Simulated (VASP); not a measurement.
# Ta (Cmcm) in VASP: further runs

Ta is run at these levels: PBEsol; tasks: single point.

Everything below comes from runs of VASP 6.6.1. Logs are shortened: lines on timing, memory, paths and dates and some standing lists are left out, and cuts for length are marked.

## Step 1: The cell of the first run

It takes space group Cmcm (No. 63, orthorhombic). Conventional cell: a = 3.281 Å, b = 4.639 Å, c = 4.639 Å, α = 90.00°, β = 90.00°, γ = 90.00°. Ta (site symmetry m2m) has 14 Ta at 2.84 to 3.42 Å within 3.7 Å.

## Step 2: Single point, PBEsol (atoms displaced along a vibrational mode)

File INCAR:

```
PREC = Accurate
ENCUT = 520
EDIFF = 1E-6
ISMEAR = 0
SIGMA = 0.15
LREAL = False
LASPH = True
NELM = 100
ALGO = Fast
ISIF = 2
LWAVE = False
LCHARG = False
GGA = PS
NBANDS = 18
```

File KPOINTS:

```
Automatic mesh
0
Gamma
  22 22 14
```

File POSCAR:

```
Ta
1.0
   -1.6402597622      1.6402597622      1.6402597622
    1.6402597622     -1.6402597622      1.6402597622
    3.2805195245      3.2805195245      0.0000000000
Ta
2
Direct
   -0.0215547195      0.0215547195      0.0000000000
    0.5215547195      0.4784452805      0.5000000000
```

Potentials or basis: VASP PAW PBE potentials, release 64 (Ta_pv).

Launch:

```
$ cat potpaw_PBE.64/Ta_pv/POTCAR > POTCAR
$ mpirun -np 1 vasp_std > vasp.out
```

OUTCAR:

```text
PREC = Accurate
   ENCUT = 520
   EDIFF = 1E-6
   ISMEAR = 0
   LREAL = False
   LASPH = True
   NELM = 100
   ISIF = 2
   GGA = PS

 ion  position               nearest neighbor table
   1  0.978  0.022  0.000-   2 2.85   2 2.85   2 2.85   2 2.85   2 3.14   2 3.14   2 3.42   2 3.42

   2  0.522  0.478  0.500-   1 2.85   1 2.85   1 2.85   1 2.85   1 3.14   1 3.14   1 3.42   1 3.42

  LATTYP: Found a base centered orthorhombic cell.
 ALAT       =     3.2805195244
 B/A-ratio  =     1.4142135624
 C/A-ratio  =     1.4142135624

  Lattice vectors:

 A1 = (  -1.6402597622,   1.6402597622,   1.6402597622)
 A2 = (   1.6402597622,  -1.6402597622,   1.6402597622)
 A3 = (   3.2805195245,   3.2805195245,   0.0000000000)

Analysis of symmetry for initial positions (statically):
=====================================================================
 Subroutine PRICEL returns:
 Original cell was already a primitive cell.

 Routine SETGRP: Setting up the symmetry group for a
 base centered orthorhombic supercell.

 Subroutine GETGRP returns: Found  8 space group operations
 (whereof  4 operations were pure point group operations)
 out of a pool of  8 trial point group operations.

The static configuration has the point symmetry C_2v.
 The point group associated with its full space group is D_2h.

Analysis of symmetry for dynamics (positions and initial velocities):
=====================================================================
 Subroutine PRICEL returns:
 Original cell was already a primitive cell.

 Routine SETGRP: Setting up the symmetry group for a
 base centered orthorhombic supercell.

 Subroutine GETGRP returns: Found  8 space group operations
 (whereof  4 operations were pure point group operations)
 out of a pool of  8 trial point group operations.

The dynamic configuration has the point symmetry C_2v.
 The point group associated with its full space group is D_2h.

 Subroutine INISYM returns: Found  8 space group operations
 (whereof  4 operations are pure point group operations),
 and found     1 'primitive' translations

----------------------------------------------------------------------------------------

                                     Primitive cell

  volume of cell :      35.3043

  direct lattice vectors                    reciprocal lattice vectors
    -1.640259762  1.640259762  1.640259762    -0.152414883  0.152414883  0.304829766
     1.640259762 -1.640259762  1.640259762     0.152414883 -0.152414883  0.304829766
     3.280519524  3.280519524  0.000000000     0.152414883  0.152414883  0.000000000

  length of vectors
     2.841013246  2.841013246  4.639355203     0.373338693  0.373338693  0.215547195

  position of ions in fractional coordinates (direct lattice)
     0.978445280  0.021554720  0.000000000
     0.521554720  0.478445280  0.500000000

  ion indices of the primitive-cell ions
   primitive index   ion index
                 1           1
                 2           2

----------------------------------------------------------------------------------------

 KPOINTS: Automatic mesh

Automatic generation of k-mesh.
 Grid dimensions read from file:
 generate k-points for:   22   22   14

 Generating k-lattice:

  Cartesian coordinates                     Fractional coordinates (reciprocal lattice)
    -0.006927949  0.006927949  0.013855898     0.045454545  0.000000000  0.000000000
     0.006927949 -0.006927949  0.013855898     0.000000000  0.045454545  0.000000000
     0.010886777  0.010886777  0.000000000     0.000000000  0.000000000  0.071428571

  Length of vectors
     0.016969941  0.016969941  0.015396228

  Shift w.r.t. Gamma in fractional coordinates (k-lattice)
     0.000000000  0.000000000  0.000000000

 Subroutine IBZKPT returns following result:
 ===========================================

 Found   1064 irreducible k-points:

 Following reciprocal coordinates:
            Coordinates               Weight
  0.000000  0.000000  0.000000      1.000000
  0.045455  0.000000  0.000000      4.000000
  0.090909  0.000000  0.000000      4.000000
  0.136364  0.000000  0.000000      4.000000
  0.181818  0.000000  0.000000      4.000000
  0.227273  0.000000  0.000000      4.000000
[... 16 lines left out ...]
  0.500000  0.045455  0.000000      4.000000
 -0.454545  0.045455  0.000000      4.000000
 [... further k-points ...]
   k-points           NKPTS =   1064   k-points in BZ     NKDIM =   1064   number of bands    NBANDS=     18
   number of dos      NEDOS =    301   number of ions     NIONS =      2
   total plane-waves  NPLWV =  20736
   dimension x,y,z NGX =    24 NGY =   24 NGZ =   36
   dimension x,y,z NGXF=    48 NGYF=   48 NGZF=   72
   ions per type =               2
   NGX,Y,Z   is equivalent  to a cutoff of  14.04, 14.04, 12.90 a.u.
   NGXF,Y,Z  is equivalent  to a cutoff of  28.09, 28.09, 25.80 a.u.
 SYSTEM =  unknown system
   PREC   = accura    normal or accurate (medium, high low for compatibility)
   ISTART =      0    job   : 0-new  1-cont  2-samecut
   ICHARG =      2    charge: 1-file 2-atom 10-const
   ISPIN  =      1    spin polarized calculation?
   LNONCOLLINEAR =      F non collinear calculations
   LSORBIT =      F    spin-orbit coupling
   LASPH  =      T    aspherical Exc in radial PAW
   ENCUT  =  520.0 eV  38.22 Ry    6.18 a.u.   5.28  5.28  8.63*2*pi/ulx,y,z
   NELM   =    100;   NELMIN=  2; NELMDL= -5     # of ELM steps
   EDIFF  = 0.1E-05   stopping-criterion for ELM
   LREAL  =      F    real-space projection
   EDIFFG = 0.1E-04   stopping-criterion for IOM
   NSW    =      0    number of steps for IOM
   IBRION =     -1    ionic relax: 0-MD 1-quasi-New 2-CG
   NFREE  =      0    steps in history (QN), initial steepest desc. (CG)
   ISIF   =      2    stress and relaxation
   ISYM   =      2    0-nonsym 1-usesym 2-fastsym
   POTIM  = 0.5000    time-step for ionic-motion
   TEBEG  =    0.0;   TEEND  =   0.0 temperature during run
   PSTRESS=    0.0 pullay stress
   NELECT =      22.0000    total number of electrons
   NUPDOWN=      -1.0000    fix difference up-down
   EMIN   =  10.00;   EMAX   =-10.00  energy-range for DOS
   EFERMI =   0.00;   METHOD = LEGACY
   ISMEAR =     0;   SIGMA  =   0.15  broadening in eV -4-tet -1-fermi 0-gaus
   EFERMI_NEDOS =   21; number of points for ismear=-14 and -15
   IALGO  =     68    algorithm
   IMIX   =      4    mixing-type and parameters
     AMIX     =   0.40;   BMIX     =  1.00
     AMIX_MAG =   1.60;   BMIX_MAG =  1.00
  volume/ion in A,a.u.               =      17.65       119.12
  Fermi-wavevector in a.u.,A,eV,Ry     =   1.398320  2.642441 26.603439  1.955298
  Thomas-Fermi vector in A             =   2.521489
   LORBIT       =      0    0 simple, 1 ext, 2 COOP (PROOUT), +10 PAW based schemes
   GGA     = PS    functional components
   LHFCALC =     F    Hartree Fock is set to
   AEXX    =    0.0000 exact exchange contribution
   IVDW    =     0    specifies the selected vdW correction
   LEPSILON=     F    determine dielectric tensor
   LRPA    =     F    only Hartree local field effects (RPA)
 non-spin polarized calculation
 RMM-DIIS sequential band-by-band and
 Gauss-broadening in eV      SIGMA  =   0.15
  energy-cutoff  :      520.00
  volume of cell :       35.30
 maximum number of plane-waves:       970
 NGX is ok and might be reduce to    24
   NGX = 11   NGY = 11   NGZ = 17

 number of electron      22.0000004 magnetization

 Free energy of the ion-electron system (eV)
  ---------------------------------------------------
  ext. energy  EPLUGINS =         0.00000000
  ---------------------------------------------------
  free energy    TOTEN  =       -25.06003005 eV

  energy without entropy =      -25.02976631  energy(sigma->0) =      -25.04489818

 E-fermi :   5.5482     XC(G=0): -12.8309

 val. band max:        5.5475654930   @ k =   0.3182   0.0909   0.0714
 cond. band min:       5.5499459151   @ k =   0.2727   0.0455   0.1429
 fundamental gap:      0.0023804221
 Fermi energy:         5.5482080598

 k-point     1 :       0.0000    0.0000    0.0000
  band No.  band energies     occupation
      1     -28.7154      2.00000
      2     -27.8564      2.00000
      3     -27.4796      2.00000
      4     -27.4666      2.00000
      5     -27.4556      2.00000
      6     -27.4504      2.00000
[... 10 lines left out ...]
     17      10.6170      0.00000
     18      13.1975      0.00000

 k-point     2 :       0.0455    0.0000    0.0000
  band No.  band energies     occupation
      1     -28.7072      2.00000
      2     -27.8640      2.00000
      3     -27.4923      2.00000
      4     -27.4823      2.00000
      5     -27.4599      2.00000
      6     -27.4558      2.00000
[... 10 lines left out ...]
     17      10.6956      0.00000
     18      13.3021      0.00000

 k-point     3 :       0.0909    0.0000    0.0000
  band No.  band energies     occupation
      1     -28.6831      2.00000
      2     -27.8890      2.00000
      3     -27.5433      2.00000
      4     -27.5223      2.00000
      5     -27.4728      2.00000
      6     -27.4607      2.00000
[... 10 lines left out ...]
     17      10.8557      0.00000
     18      13.6197      0.00000

 k-point     4 :       0.1364    0.0000    0.0000
  band No.  band energies     occupation
      1     -28.6437      2.00000
      2     -27.9360      2.00000
      3     -27.6399      2.00000
      4     -27.5600      2.00000
      5     -27.4945      2.00000
      6     -27.4676      2.00000
[... 10 lines left out ...]
     17      10.9740      0.00000
     18      14.1451      0.00000

 k-point     5 :       0.1818    0.0000    0.0000
  band No.  band energies     occupation
      1     -28.5903      2.00000
      2     -28.0084      2.00000
      3     -27.7628      2.00000
      4     -27.5938      2.00000
      5     -27.5251      2.00000
      6     -27.4769      2.00000
[... 10 lines left out ...]
     17      10.9965      0.00000
     18      14.8430      0.00000

 k-point     6 :       0.2273    0.0000    0.0000
  band No.  band energies     occupation
      1     -28.5246      2.00000
      2     -28.1022      2.00000
      3     -27.9011      2.00000
      4     -27.6178      2.00000
      5     -27.5647      2.00000
      6     -27.4880      2.00000
[... 10 lines left out ...]
     17      10.9314      0.00000
     18      15.4000      0.00000

 k-point     7 :       0.2727    0.0000    0.0000
  band No.  band energies     occupation
      1     -28.4486      2.00000
      2     -28.2068      2.00000
      3     -28.0430      2.00000
      4     -27.6325      2.00000
      5     -27.6136      2.00000
      6     -27.5002      2.00000
[... 10 lines left out ...]
     17      10.8063      0.00000
     18      14.8530      0.00000

 k-point     8 :       0.3182    0.0000    0.0000
  band No.  band energies     occupation
      1     -28.3647      2.00000
      2     -28.3095      2.00000
      3     -28.1778      2.00000
      4     -27.6713      2.00000
      5     -27.6404      2.00000
      6     -27.5124      2.00000
[... 10 lines left out ...]
     17      10.6495      0.00000
     18      14.5348      0.00000
[... 229 lines left out ...]
     17      10.6272      0.00000
     18      14.1760      0.00000

 k-point    20 :       0.3636    0.0455    0.0000
  band No.  band energies     occupation
      1     -28.4028      2.00000
      2     -28.3077      2.00000
      3     -28.2188      2.00000
      4     -27.7897      2.00000
      5     -27.6736      2.00000
      6     -27.5496      2.00000
[... 10 lines left out ...]
     17      10.7900      0.00000
     18      14.3806      0.00000

 k-point    21 :       0.4091    0.0455    0.0000
  band No.  band energies     occupation
      1     -28.4691      2.00000
      2     -28.3949      2.00000
      3     -28.1278      2.00000
      4     -27.8630      2.00000
      5     -27.6701      2.00000
      6     -27.5561      2.00000
[... 10 lines left out ...]
     17      11.7949      0.00000
     18      15.0316      0.00000

 k-point    22 :       0.4545    0.0455    0.0000
  band No.  band energies     occupation
      1     -28.5092      2.00000
      2     -28.4486      2.00000
      3     -28.0520      2.00000
      4     -27.9277      2.00000
      5     -27.6645      2.00000
      6     -27.5591      2.00000
[... 10 lines left out ...]
     17      12.9269      0.00000
     18      14.9805      0.00000

 k-point    23 :       0.5000    0.0455    0.0000
  band No.  band energies     occupation
      1     -28.5214      2.00000
      2     -28.4635      2.00000
      3     -28.0673      2.00000
      4     -27.9089      2.00000
      5     -27.6587      2.00000
      6     -27.5578      2.00000
[... 10 lines left out ...]
     17      13.9285      0.00000
     18      14.0980      0.00000

 k-point    24 :      -0.4545    0.0455    0.0000
  band No.  band energies     occupation
      1     -28.5052      2.00000
      2     -28.4382      2.00000
      3     -28.1470      2.00000
      4     -27.8335      2.00000
      5     -27.6535      2.00000
      6     -27.5518      2.00000
[... 10 lines left out ...]
     17      12.8503      0.00000
     18      15.2495      0.00000

 [... further k-points ...]

------------------------ aborting loop because EDIFF is reached ----------------------------------------

  FORCE on cell =-STRESS in cart. coord.  units (eV):
  Direction    XX          YY          ZZ          XY          YZ          ZX
  --------------------------------------------------------------------------------------
  -------------------------------------------------------------------------------------
  Total        0.2136308      0.2136308      0.2318345     -0.0009363      0.0000000     -0.0000000
  in kB        9.6949743      9.6949743     10.5210924     -0.0424925      0.0000000     -0.0000000
  external PRESSURE =       9.9703470 kB  Pullay stress =       0.0000000 kB

 VOLUME and BASIS-vectors are now :
 -----------------------------------------------------------------------------
  energy-cutoff  :      520.00
  volume of cell :       35.30
      direct lattice vectors                 reciprocal lattice vectors
    -1.640259762  1.640259762  1.640259762    -0.152414883  0.152414883  0.304829766
     1.640259762 -1.640259762  1.640259762     0.152414883 -0.152414883  0.304829766
     3.280519524  3.280519524  0.000000000     0.152414883  0.152414883  0.000000000

 POSITION                                       TOTAL-FORCE (eV/Angst)
 -----------------------------------------------------------------------------------
     -1.56955      1.56955      1.64026        -0.387915      0.387915      0.000000
      1.56955      1.71097      1.64026         0.387915     -0.387915      0.000000
 -----------------------------------------------------------------------------------
    total drift:                                0.000000      0.000000      0.000000

  FREE ENERGIE OF THE ION-ELECTRON SYSTEM (eV)
  ---------------------------------------------------
  free  energy   TOTEN  =       -25.0600300519 eV

  energy  without entropy=      -25.0297663066  energy(sigma->0) =      -25.04489818
```

Run time: 6.8 min. Hardware: 1 thread of Oxide Virtual Turin-like, shared host; peak memory 0.57 GiB.

What came out:

```
Free energy            : -25.0600 eV
Pressure               : 1.0 GPa
Largest force          : 0.549 eV/Å
Band gap on the k mesh : zero (bands 11 and 12 overlap by 2.91 eV)
```

Forces on the atoms (eV/Å):
```
Ta  -0.388  0.388  0.000
Ta   0.388 -0.388  0.000
```

Levels at points of the mesh, in eV from the Fermi level:
| k point | band 8 | band 9 | band 10 | band 11 | band 12 | band 13 | band 14 | band 15 |
| --- | --- | --- | --- | --- | --- | --- | --- | --- |
| (0.00, 0.00, 0.00) | -4.54 | -1.65 | 0.59 | 0.75 | 0.75 | 1.65 | 3.80 | 3.85 |
| (0.50, 0.00, 0.00) | -3.23 | -1.99 | -1.06 | -0.93 | -0.14 | 2.70 | 4.66 | 4.75 |
| (0.50, 0.50, 0.00) | -3.99 | -3.93 | -1.65 | 1.54 | 3.80 | 4.42 | 6.91 | 7.01 |
| (0.00, 0.00, 0.50) | -5.73 | -0.72 | -0.72 | -0.17 | -0.17 | 3.06 | 3.06 | 3.45 |
| (0.50, 0.00, 0.50) | -4.52 | -1.64 | -1.64 | 1.63 | 1.63 | 3.79 | 3.79 | 4.94 |
| (0.50, 0.50, 0.50) | -3.23 | -1.92 | -1.92 | 1.07 | 1.07 | 1.79 | 1.79 | 7.43 |

Caveat: the cell differs from its parent crystal (atoms displaced along a vibrational mode); the PAW data sets were made with another functional, which shifts forces and pressure a little; spin-orbit coupling is left out, which moves the levels of the heavy elements.

(Continued in part 2 of 2.)
